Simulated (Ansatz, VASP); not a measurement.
# One calculation of Al3Cu, two programs

```xyz
4
Lattice="2.7839 0.0000 0.0000 0.0000 2.7839 0.0000 0.0000 0.0000 7.5005" Properties=species:S:1:pos:R:3 pbc="T T T"
Al    0.0000    0.0000    3.7502
Al    1.3919    1.3919    1.6801
Al    1.3919    1.3919    5.8204
Cu    0.0000    0.0000    0.0000
```

Alike in both runs: functional r2SCAN; k mesh 6 × 6 × 2; occupations gaussian, width 0.1 eV; no spin polarisation.

Ansatz relaxed the structure, and its values are those at the end. VASP's run is a single point on that final structure, the one shown.

|  | VASP | Ansatz |
| --- | --- | --- |
| version | VASP 6.6.1 | Ansatz 0.2.0 |
| potentials or method | VASP PAW PBE potentials, release 64 (Al, Cu), cutoff 520 eV | scalar-relativistic, plane waves, PAW |
| valence electrons in the cell | 20 | 28 |

|  | VASP | Ansatz | Ansatz less VASP |
| --- | --- | --- | --- |
| gap on the k mesh at the Fermi level (eV) | none | none | - |
| pressure (GPa) | -0.3 | 0.0 | +0.27 |
| rms of the force components (eV/Å) | 0.008 | 0.001 | -0.0069 |

VASP's potentials were made for PBE, not for r2SCAN. A gap of «none» marks a metal or a gap that the smearing closes. The functional is the same, so the differences come from potentials, cutoffs and numerics. VASP's potentials hold 20 valence electrons a cell and Ansatz's 28, so a difference there can come from the potentials and not from the codes.

The k mesh is coarse, so the values compare programs but aren't converged.
